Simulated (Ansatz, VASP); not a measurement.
**Two plane-wave programs on W**

File INCAR:

```
SYSTEM = W
  PREC = Accurate
  ENCUT = 520
  EDIFF = 1E-8
  ISMEAR = -1
  SIGMA = 0.05
  LREAL = .False.
  LASPH = .True.
  NELM = 100
  ALGO = Normal
  ISIF = 2
  LWAVE = .False.
  LCHARG = .False.
  GGA = PE
  LEFG = .True.
  NBANDS = 13
```

The input KPOINTS:

```
regular mesh
0
Gamma
  16 16 16
  0 0 0
```

POSCAR

```
W
1.0
    0.0000000000      2.0335476534      1.9879648432
    2.0335476534      0.0000000000      1.9879648432
    2.0335476534      2.0335476534      0.0000000000
W
1
Direct
    0.0000000000      0.0000000000      0.0000000000
```

Input for Ansatz:

```yaml
crystal:
  lattice:
    - [0.0, 2.0335476534, 1.9879648432]
    - [2.0335476534, 0.0, 1.9879648432]
    - [2.0335476534, 2.0335476534, 0.0]
  atoms:
    - { symbol: W, position: [0.0, 0.0, 0.0] }
kpoints:
  mp_grid: { grid: [16, 16, 16] }
scf:
  occupations: { method: fermi_dirac, width: 0.05 }
hamiltonian:
  xc: pbe
  pseudopotentials: { kind: paw }
output:
  forces: true
  stress: true
  eigenvalues: true
  efg: { contact_densities: true }
```

Change from the starting cell: z stretched by -1.5 % at fixed volume, PAW files.

Alike in both runs: task electric field gradients; functional PBE; k mesh 16 × 16 × 16; occupations fermi-dirac, width 0.05 eV; no spin polarisation.

|  | VASP | Ansatz |
| --- | --- | --- |
| version | VASP 6.6.1 | Ansatz 0.2.0 |
| potentials or method | VASP PAW PBE potentials, release 64 (W_sv) | PAW with Ansatz's default frozen-core files, scalar-relativistic |
| plane-wave cutoff (eV) | 520 | 420 |
| valence electrons in the cell | 14 | 14 |

|  | VASP | Ansatz | Ansatz less VASP |
| --- | --- | --- | --- |
| pressure (GPa) | 0.5 | 0.0 | -0.50 |
| traceless stress, the component that is largest in VASP (GPa) | -5.17 | -5.10 | +0.064 |
| size of Vzz on the site where it differs most (V/Å²) | 22.5 | 21.1 | -1.39 |

Neither program's run includes spin-orbit coupling.
